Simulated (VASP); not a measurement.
**Ti2VC3: single point with PBE**

The system is Ti2VC3, a slab with vacuum.

```
Ti C V
1.0
     3.06370    0.00000    0.00000
     0.00000    3.06370    0.00000
     0.00000    0.00000   20.33270
Ti C V
2 3 1
Direct
  0.25000 0.25000 0.39731
  0.25000 0.25000 0.60269
  0.75000 0.75000 0.39232
  0.25000 0.25000 0.50000
  0.75000 0.75000 0.60768
  0.75000 0.75000 0.50000
```

```
Program                : VASP 6.6.1
Task                   : single point
Functional             : PBE
Potentials or basis    : VASP PAW PBE potentials, release 64 (Ti_sv, C, V_sv)
Cutoff                 : 520 eV
k mesh                 : 13 × 13 × 1
Occupations            : fermi-dirac, width 0.05 eV
Spin                   : no spin polarisation
Dipole correction      : yes
Further INCAR settings : ALGO = Normal; EDIFF = 1e-07; NBANDS = 34
```

| Quantity | Value |
| --- | --- |
| Largest force | 0.631 eV/Å |
| Band gap on the k mesh | zero (an odd number of electrons rules out a gap without spin polarisation) |

Forces on the atoms (eV/Å):
```
Ti   0.000  0.000  0.631
Ti   0.000  0.000 -0.631
C    0.000  0.000  0.258
C    0.000  0.000  0.000
C    0.000  0.000 -0.258
V    0.000  0.000  0.000
```

Levels at points of the mesh, in eV from the Fermi level:
| k point | band 22 | band 23 | band 24 | band 25 | band 26 | band 27 |
| --- | --- | --- | --- | --- | --- | --- |
| (0.00, 0.00, 0.00) | -0.64 | -0.64 | -0.46 | -0.02 | 0.19 | 0.67 |

It took 7.8 min on 1 thread of Intel Xeon 8259CL, on a shared host, peak memory 0.4 GiB.
